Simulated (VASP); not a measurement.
# TaSi (NiAs type) (P6_3/mmc) in VASP: notebook

Runs on TaSi (NiAs type). Level: PBE. Tasks: single point.

Everything below comes from runs of VASP 6.6.1. Logs are shortened: lines on timing, memory, paths and dates and some standing lists are left out, and cuts for length are marked.

## 1. The cell of the first run

It takes space group P6_3/mmc (No. 194, hexagonal). The conventional cell has a = 2.309 Å, b = 2.309 Å, c = 7.184 Å, α = 90.00°, β = 90.00°, γ = 120.00°. Ta (site symmetry -3m) has 6 Si at 2.24 Å and 6 Ta at 2.31 Å within 3.0 Å. Si (site symmetry -6m2) has 6 Ta at 2.24 Å and 6 Si at 2.31 Å within 3.0 Å.

## 2. Single point, PBE

The input, INCAR:

```
SYSTEM = TaSi
PREC     = Accurate       ! precision mode
ENCUT    = 520            ! plane-wave cutoff, eV
EDIFF    = 1E-6           ! SCF threshold, eV
ISMEAR   = -1             ! smearing method
SIGMA    = 0.1            ! smearing width, eV
LREAL    = .False.        ! projectors in reciprocal space
LASPH    = .True.         ! aspherical terms in the spheres
NELM     = 60             ! most SCF steps
ALGO     = Normal         ! electronic algorithm
ISIF     = 2              ! what is computed and relaxed
LWAVE    = .False.        ! write WAVECAR
LCHARG   = .False.        ! write CHGCAR
GGA      = PE             ! functional
NBANDS   = 23             ! bands
```

The input, KPOINTS:

```
regular mesh
0
Gamma
  12 12 7
  0 0 0
```

The input, POSCAR:

```
TaSi
1.0
    2.3088115909      0.0000000000      0.0000000000
   -1.1544057955      1.9994894903      0.0000000000
    0.0000000000      0.0000000000      7.1839841334
Ta Si
2 2
Direct
    0.0000000000      0.0000000000      0.0000000000
    0.0000000000      0.0000000000      0.5000000000
    0.3333333333      0.6666666667      0.2500000000
    0.6666666667      0.3333333333      0.7500000000
```

Potentials or basis: VASP PAW PBE potentials, release 64 (Ta_pv, Si).

Launch:

```sh
$ cat potpaw_PBE.64/Ta_pv/POTCAR potpaw_PBE.64/Si/POTCAR > POTCAR
$ mpirun -np 1 vasp_std > vasp.out
```

OUTCAR:

```text
SYSTEM = TaSi
   PREC = Accurate
   ENCUT = 520
   EDIFF = 1E-6
   ISMEAR = -1
   LREAL = .False.
   LASPH = .True.
   NELM = 60
   ISIF = 2
   GGA = PE

 ion  position               nearest neighbor table
   1  0.000  0.000  0.000-   3 2.24   4 2.24   4 2.24   3 2.24   4 2.24   3 2.24   3 3.21   4 3.21
                             3 3.21   4 3.21   3 3.21   4 3.21   2 3.59   2 3.59
   2  0.000  0.000  0.500-   3 2.24   4 2.24   4 2.24   3 2.24   4 2.24   3 2.24   3 3.21   4 3.21
                             3 3.21   4 3.21   3 3.21   4 3.21   1 3.59   1 3.59
   3  0.333  0.667  0.250-   1 2.24   2 2.24   1 2.24   2 2.24   1 2.24   2 2.24   1 3.21   2 3.21
                             1 3.21   2 3.21   1 3.21   2 3.21
   4  0.667  0.333  0.750-   1 2.24   2 2.24   1 2.24   2 2.24   1 2.24   2 2.24   1 3.21   2 3.21
                             1 3.21   2 3.21   1 3.21   2 3.21

  LATTYP: Found a hexagonal cell.
 ALAT       =     2.3088115909
 C/A-ratio  =     3.1115506184

  Lattice vectors:

 A1 = (   2.3088115909,   0.0000000000,   0.0000000000)
 A2 = (  -1.1544057955,   1.9994894903,   0.0000000000)
 A3 = (   0.0000000000,   0.0000000000,   7.1839841334)

Analysis of symmetry for initial positions (statically):
=====================================================================
 Subroutine PRICEL returns:
 Original cell was already a primitive cell.

 Routine SETGRP: Setting up the symmetry group for a
 hexagonal supercell.

 Subroutine GETGRP returns: Found 24 space group operations
 (whereof 12 operations were pure point group operations)
 out of a pool of 24 trial point group operations.

The static configuration has the point symmetry D_3d.
 The point group associated with its full space group is D_6h.

Analysis of symmetry for dynamics (positions and initial velocities):
=====================================================================
 Subroutine PRICEL returns:
 Original cell was already a primitive cell.

 Routine SETGRP: Setting up the symmetry group for a
 hexagonal supercell.

 Subroutine GETGRP returns: Found 24 space group operations
 (whereof 12 operations were pure point group operations)
 out of a pool of 24 trial point group operations.

The dynamic configuration has the point symmetry D_3d.
 The point group associated with its full space group is D_6h.

 Subroutine INISYM returns: Found 24 space group operations
 (whereof 12 operations are pure point group operations),
 and found     1 'primitive' translations

----------------------------------------------------------------------------------------

                                     Primitive cell

[... 91 lines left out ...]
   LASPH  =      T    aspherical Exc in radial PAW
   ENCUT  =  520.0 eV  38.22 Ry    6.18 a.u.   4.29  4.29 13.36*2*pi/ulx,y,z
   NELM   =     60;   NELMIN=  2; NELMDL= -5     # of ELM steps
   EDIFF  = 0.1E-05   stopping-criterion for ELM
   LREAL  =      F    real-space projection
   EDIFFG = 0.1E-04   stopping-criterion for IOM
   NSW    =      0    number of steps for IOM
   IBRION =     -1    ionic relax: 0-MD 1-quasi-New 2-CG
   NFREE  =      0    steps in history (QN), initial steepest desc. (CG)
   ISIF   =      2    stress and relaxation
   ISYM   =      2    0-nonsym 1-usesym 2-fastsym
   POTIM  = 0.5000    time-step for ionic-motion
   TEBEG  =    0.0;   TEEND  =   0.0 temperature during run
   PSTRESS=    0.0 pullay stress
   NELECT =      30.0000    total number of electrons
   NUPDOWN=      -1.0000    fix difference up-down
   EMIN   =  10.00;   EMAX   =-10.00  energy-range for DOS
   EFERMI =   0.00;   METHOD = LEGACY
   ISMEAR =    -1;   SIGMA  =   0.10  broadening in eV -4-tet -1-fermi 0-gaus
   EFERMI_NEDOS =   21; number of points for ismear=-14 and -15
   IALGO  =     38    algorithm
   IMIX   =      4    mixing-type and parameters
     AMIX     =   0.40;   BMIX     =  1.00
     AMIX_MAG =   1.60;   BMIX_MAG =  1.00
  volume/ion in A,a.u.               =       8.29        55.95
  Fermi-wavevector in a.u.,A,eV,Ry     =   1.583279  2.991964 34.106730  2.506774
  Thomas-Fermi vector in A             =   2.683074
   LORBIT       =      0    0 simple, 1 ext, 2 COOP (PROOUT), +10 PAW based schemes
   GGA     = PE    functional components
   LHFCALC =     F    Hartree Fock is set to
   AEXX    =    0.0000 exact exchange contribution
   IVDW    =     0    specifies the selected vdW correction
   LEPSILON=     F    determine dielectric tensor
   LRPA    =     F    only Hartree local field effects (RPA)
 non-spin polarized calculation
  energy-cutoff  :      520.00
  volume of cell :       33.16
 maximum number of plane-waves:       921
 NGX is ok and might be reduce to    18
   NGX =  9   NGY =  9   NGZ = 27

 number of electron      30.0000000 magnetization

 Free energy of the ion-electron system (eV)
  ---------------------------------------------------
  ext. energy  EPLUGINS =         0.00000000
  ---------------------------------------------------
  free energy    TOTEN  =       -10.98536062 eV

  energy without entropy =      -10.95139681  energy(sigma->0) =      -10.96837872

 E-fermi :  16.8193     XC(G=0): -15.4422

 val. band max:       16.7799489314   @ k =   0.1667   0.1667   0.2857
 cond. band min:      16.8564281232   @ k =   0.3333   0.3333   0.0000
 fundamental gap:      0.0764791919
 Fermi energy:        16.8192794162

 k-point     1 :       0.0000    0.0000    0.0000
  band No.  band energies     occupation
      1     -19.0977      2.00000
      2     -18.7297      2.00000
      3     -14.2862      2.00000
      4     -14.2862      2.00000
      5     -14.2811      2.00000
      6     -14.2811      2.00000
[... 613 lines left out ...]
     22      24.9851      0.00000
     23      26.2672      0.00000

 [... further k-points ...]
[... 5 lines left out ...]
  --------------------------------------------------------------------------------------
  -------------------------------------------------------------------------------------
  Total       90.5033583     90.5033583     90.2178619     -0.0000000      0.0000000      0.0000000
  in kB     4372.2228859   4372.2228860   4358.4305335     -0.0000001      0.0000000      0.0000000
  external PRESSURE =    4367.6254351 kB  Pullay stress =       0.0000000 kB

 VOLUME and BASIS-vectors are now :
 -----------------------------------------------------------------------------
  energy-cutoff  :      520.00
  volume of cell :       33.16
      direct lattice vectors                 reciprocal lattice vectors
     2.308811591  0.000000000  0.000000000     0.433123259  0.250063830  0.000000000
    -1.154405795  1.999489490  0.000000000     0.000000000  0.500127660  0.000000000
     0.000000000  0.000000000  7.183984133     0.000000000  0.000000000  0.139198526

 POSITION                                       TOTAL-FORCE (eV/Angst)
 -----------------------------------------------------------------------------------
      0.00000      0.00000      0.00000         0.000000      0.000000     -0.000000
      0.00000      0.00000      3.59199         0.000000      0.000000     -0.000000
     -0.00000      1.33299      1.79600        -0.000000     -0.000000     -0.000000
      1.15441      0.66650      5.38799         0.000000      0.000000      0.000000
 -----------------------------------------------------------------------------------
    total drift:                                0.000000      0.000000      0.000000

  FREE ENERGIE OF THE ION-ELECTRON SYSTEM (eV)
  ---------------------------------------------------
  free  energy   TOTEN  =       -10.9853606166 eV

  energy  without entropy=      -10.9513968146  energy(sigma->0) =      -10.96837872
```

Wall time 22 s (1 thread of Intel Xeon 6975P-C (Granite Rapids), shared host); peak memory 0.18 GiB.

Results:

| Quantity | Value |
| --- | --- |
| Free energy | -10.9854 eV |
| Pressure | 436.8 GPa |
| Band gap on the k mesh | zero (band 15 reaches 18.70 eV, above the bottom of band 16 at 14.58 eV) |

Caveat: spin-orbit coupling is left out, which moves the levels of the heavy elements.

## 3. Single point, PBE

The input, INCAR:

```
ALGO = Normal ; EDIFF = 1E-7
ENCUT = 520 ; GGA = PE
ISIF = 2 ; ISMEAR = -1
LASPH = T ; LCHARG = F
LREAL = F ; LWAVE = F
NBANDS = 23 ; NELM = 60
PREC = Accurate ; SIGMA = 0.1
```

The input, KPOINTS:

```
k-points
0
Gamma
  12 12 7
```

POSCAR: that of step 2 with these lines changed.

```diff
@@ -3,3 +3,3 @@
     2.3088115909      0.0000000000      0.0000000000
-   -1.1544057955      1.9994894903      0.0000000000
+   -1.1544057954      1.9994894903      0.0000000000
     0.0000000000      0.0000000000      7.1839841334
```

Potentials or basis: VASP PAW PBE potentials, release 64 (Ta_pv, Si).

Launch:

```sh
$ cat potpaw_PBE.64/Ta_pv/POTCAR potpaw_PBE.64/Si/POTCAR > POTCAR
$ mpirun -np 1 vasp_std > vasp.out
```

Wall time 30 s (1 thread of Intel Xeon 6975P-C (Granite Rapids), shared host); peak memory 0.18 GiB.

Results (log left out):

- Free energy: -10.9854 eV
- Pressure: 436.7 GPa
- Band gap on the k mesh: zero (band 15 reaches 18.70 eV, above the bottom of band 16 at 14.58 eV)

Stress tensor (GPa, compression positive):
```
437.16   0.00   0.00
  0.00 437.16   0.00
  0.00   0.00 435.80
```

Levels at points of the mesh, in eV from the Fermi level:
```
           k point  band 11  band 12  band 13  band 14  band 15  band 16  band 17  band 18  band 19  band 20
(0.00, 0.00, 0.00)    -5.02    -1.80    -0.39    -0.39    -0.32    -0.32     5.17     5.17     6.63     6.63
(0.50, 0.00, 0.00)    -7.65    -7.56    -5.51    -1.07     0.77     1.82     2.38     3.78     5.27     6.46
```

Caveat: spin-orbit coupling is left out, which moves the levels of the heavy elements.

## 4. Single point, PBE

This run uses another cell than the first one, of 8.56 Å³/atom, 1.033 times its volume.

The input, INCAR:

```
ALGO = Normal ; EDIFF = 1E-6
ENCUT = 520 ; GGA = PE
ISIF = 2 ; ISMEAR = -1
LASPH = T ; LCHARG = T
LELF = T ; LREAL = F
LVHAR = T ; LWAVE = F
NBANDS = 23 ; NELM = 80
PREC = Accurate ; SIGMA = 0.1
```

KPOINTS is that of step 3.

The input, POSCAR:

```
TaSi
1.0
    3.0926852922      0.0000000000      0.0000000000
   -1.5463426461      2.6783440290      0.0000000000
    0.0000000000      0.0000000000      4.1358377199
Si Ta
2 2
Direct
    0.0000000000      0.0000000000      0.0000000000
    0.0000000000      0.0000000000      0.5000000000
    0.3333333333      0.6666666667      0.2500000000
    0.6666666667      0.3333333333      0.7500000000
```

Potentials or basis: VASP PAW PBE potentials, release 64 (Si, Ta_pv).

Launch:

```sh
$ cat potpaw_PBE.64/Si/POTCAR potpaw_PBE.64/Ta_pv/POTCAR > POTCAR
$ mpirun -np 1 vasp_std > vasp.out
```

Run time: 22 s. Hardware: 1 thread of Intel Xeon 6975P-C (Granite Rapids), shared host; peak memory 0.18 GiB.

It converged, with:

```yaml
Free_energy: -8.7310 eV
Pressure: 436.2 GPa
Band_gap_on_the_k_mesh: zero (band 15 reaches 17.98 eV, above the bottom of band 16 at 13.03 eV)
```

Stress tensor (GPa, compression positive):
```
436.71   0.00   0.00
  0.00 436.71   0.00
  0.00   0.00 435.08
```

Levels at points of the mesh, in eV from the Fermi level:
```csv
k point,band 11,band 12,band 13,band 14,band 15,band 16,band 17,band 18,band 19,band 20
"(0.00, 0.00, 0.00)",-4.35,-4.35,-3.94,-3.94,-3.25,-3.17,-1.25,-1.25,2.47,8.61
"(0.50, 0.00, 0.00)",-6.52,-5.97,-3.27,-1.03,1.73,2.23,2.23,3.18,3.74,6.15
```

Caveat: spin-orbit coupling is left out, which moves the levels of the heavy elements.
